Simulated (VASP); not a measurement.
The system is Ga.

```
Ga
1.0
     1.43040   -4.01006    0.00000
     1.43040    4.01006    0.00000
     0.00000    0.00000    3.12716
Ga
2
Direct
  0.13300 0.86700 0.75000
  0.86700 0.13300 0.25000
```

Base run:

| Property | Result |
| --- | --- |
| Program | VASP 6.6.1 |
| Functional | r2SCAN |
| Potentials or basis | VASP PAW PBE potentials, release 64 (Ga_d) |
| Cutoff | 520 eV |
| k mesh | 10 × 10 × 8 |
| Occupations | fermi-dirac, width 0.05 eV |
| Spin | no spin polarisation |

Its results: band gap on the k mesh zero (band 13 reaches 11.46 eV, above the bottom of band 14 at 1.29 eV); pressure 0.7 GPa; largest force 0.266 eV/Å.

Problem. The run is repeated on the same cell with these changes: functional from r2SCAN to PBE; further incar settings from ALGO = Normal; EDIFF = 1e-06; NBANDS = 20 to ALGO = Fast; EDIFF = 1e-06; NBANDS = 20. What comes out?

Solution. Band gap on the k mesh zero (band 13 reaches 11.32 eV, above the bottom of band 14 at 1.61 eV); pressure 4.1 GPa; largest force 0.232 eV/Å.

Caveats: the PAW data sets were made with another functional, which shifts forces and pressure a little (some runs).
